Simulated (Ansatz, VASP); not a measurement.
## ZnSe: VASP beside Ansatz

The input INCAR:

```
SYSTEM = ZnSe
PREC = Accurate ; ENCUT = 520
EDIFF = 1E-6 ; ISMEAR = 0
SIGMA = 0.05 ; LREAL = .FALSE.
LASPH = .TRUE. ; NELM = 60
ALGO = Normal ; ISIF = 2
LWAVE = .FALSE. ; LCHARG = .FALSE.
GGA = PE ; NBANDS = 16
```

The input KPOINTS:

```
Automatic mesh
0
G
  10 10 10
  0 0 0
```

POSCAR

```
ZnSe
1.0
    0.0000000000      2.8664229066      2.8664229066
    2.8664229066      0.0000000000      2.8664229066
    2.8664229066      2.8664229066      0.0000000000
Zn Se
1 1
Direct
    0.0000000000      0.0000000000      0.0000000000
    0.7500000000      0.7500000000      0.7500000000
```

Input for Ansatz:

```yaml
crystal:
  lattice:
    - [0.0, 2.8664229066, 2.8664229066]
    - [2.8664229066, 0.0, 2.8664229066]
    - [2.8664229066, 2.8664229066, 0.0]
  atoms:
    - { symbol: Zn, position: [0.0, 0.0, 0.0] }
    - { symbol: Se, position: [0.75, 0.75, 0.75] }
basis:
  ecutwfc: 420
  ecutrho_ratio: 4
kpoints:
  mp_grid: { grid: [10, 10, 10] }
hamiltonian:
  xc: pbe
scf:
  occupations: { method: gaussian, width: 0.05 }
output:
  forces: true
  stress: true
  eigenvalues: true
```

Alike in both runs: task single point; functional PBE; k mesh 10 × 10 × 10; occupations gaussian, width 0.05 eV; no spin polarisation.

|  | VASP | Ansatz |
| --- | --- | --- |
| version | VASP 6.6.1 | Ansatz 0.2.0 |
| potentials or method | VASP PAW PBE potentials, release 64 (Zn, Se), cutoff 520 eV | scalar-relativistic, plane waves, PAW |
| valence electrons in the cell | 18 | 28 |

Ansatz gave:

- gap on the k mesh at the Fermi level (eV): 1.15
- least direct gap on the mesh (eV): 1.15
- pressure (GPa): 0.0

Task: Which values does VASP return?

Result: gap on the k mesh at the Fermi level (eV): 1.15; least direct gap on the mesh (eV): 1.15; pressure (GPa): 0.2.

VASP's potentials hold 18 valence electrons a cell and Ansatz's 28, so a difference there can come from the potentials and not from the codes.
